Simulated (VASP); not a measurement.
Input of a VASP 6.6.1 run:

INCAR

```
  ALGO = Normal
  DIPOL = 0.5 0.5 0.283
  EDIFF = 1E-6
  ENCUT = 520
  GGA = PE
  IDIPOL = 3
  ISIF = 2
  ISMEAR = 0
  IVDW = 12
  LASPH = True
  LCHARG = False
  LDIPOL = True
  LREAL = False
  LWAVE = False
  NBANDS = 102
  NELM = 60
  PREC = Accurate
  SIGMA = 0.1
```

Contents of KPOINTS:

```
k-points
0
Gamma
  6 6 1
```

POSCAR

```
Rh
1.0
    5.3650160462      0.0000000000      0.0000000000
   -2.6825080231      4.6462401878      0.0000000000
    0.0000000000      0.0000000000     21.6939918735
Rh
12
Direct
    0.3333333333      0.1666666667      0.1843828477
    0.3333333333      0.6666666667      0.1843828477
    0.8333333333      0.1666666667      0.1843828477
    0.8333333333      0.6666666667      0.1843828477
    0.1666666667      0.3333333333      0.2833554871
    0.1666666667      0.8333333333      0.2833554871
    0.6666666667      0.3333333333      0.2833554871
    0.6666666667      0.8333333333      0.2833554871
    0.0000000000      0.0000000000      0.3823174601
    0.0000000000      0.5000000000      0.3823174601
    0.5000000000      0.0000000000      0.3823174601
    0.5000000000      0.5000000000      0.3823174601
```

Potentials or basis: VASP PAW PBE potentials, release 64 (Rh_pv).

Run with:

```bash
$ cat potpaw_PBE.64/Rh_pv/POTCAR > POTCAR
$ mpirun -np 1 vasp_std > vasp.out
```

(1) Estimate the largest force.

(2) What does it give for the dispersion energy per atom?

(3) Estimate the band gap on the k mesh.

Results:

(1) 0.011 eV/Å.

(2) -0.434 eV.

(3) zero (bands 90 and 91 overlap by 0.77 eV).
